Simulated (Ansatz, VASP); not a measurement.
# BN in VASP and in Ansatz

```
B N
1.0
     0.00000    1.81235    1.86672
     1.81235    0.00000    1.86672
     1.81235    1.81235    0.00000
B N
1 1
Direct
  0.00000 0.00000 0.00000
  0.75000 0.75000 0.75000
```

Change from the starting cell: strain +0.0300 x Voigt [0, 0, 1, 0, 0, 0], atoms carried along.

Alike in both runs: task single point; functional PBE; k mesh 12 × 12 × 12; occupations gaussian, width 0.05 eV; no spin polarisation.

|  | VASP | Ansatz |
| --- | --- | --- |
| version | VASP 6.6.1 | Ansatz 0.2.0 |
| potentials or method | VASP PAW PBE potentials, release 64 (B, N), cutoff 520 eV | scalar-relativistic, plane waves, PAW |
| valence electrons in the cell | 8 | 8 |

VASP gave:

| Item | Value |
| --- | --- |
| gap on the k mesh at the Fermi level (eV) | 4.16 |
| least direct gap on the mesh (eV) | 8.48 |
| pressure (GPa) | -10.2 |
| traceless stress, the component that is largest in VASP (GPa) | -12.18 |

Q: Estimate Ansatz's values.

A: gap on the k mesh at the Fermi level (eV): 4.17; least direct gap on the mesh (eV): 8.49; pressure (GPa): -10.4; traceless stress, the component that is largest in VASP (GPa): -12.16.
